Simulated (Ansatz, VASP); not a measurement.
**Two plane-wave programs on Ge**

```
Ge
1.0
     5.24728    0.00000    0.00000
    -2.62364    4.54428    0.00000
     0.00000    0.00000    2.51172
Ge
3
Direct
  0.66667 0.66667 0.50000
  0.33333 0.00000 0.50000
  0.00000 0.33333 0.50000
```

Alike in both runs: functional PBE; k mesh 6 × 6 × 4; occupations gaussian, width 0.1 eV; no spin polarisation.

Ansatz relaxed the structure, and its values are those at the end. VASP's run is a single point on that final structure, the one shown.

|  | VASP | Ansatz |
| --- | --- | --- |
| version | VASP 6.6.1 | Ansatz 0.2.0 |
| potentials or method | VASP PAW PBE potentials, release 64 (Ge_d), cutoff 520 eV | scalar-relativistic, plane waves, PAW |
| valence electrons in the cell | 42 | 42 |

```csv
,VASP,Ansatz,Ansatz less VASP
gap on the k mesh at the Fermi level (eV),none,none,-
pressure (GPa),-0.1,-0.1,0.00
```

A gap of «none» marks a metal or a gap that the smearing closes. With one functional, cell and mesh, what is left measures potentials, basis and numerics.

The k mesh is coarse, so the values compare programs but aren't converged.
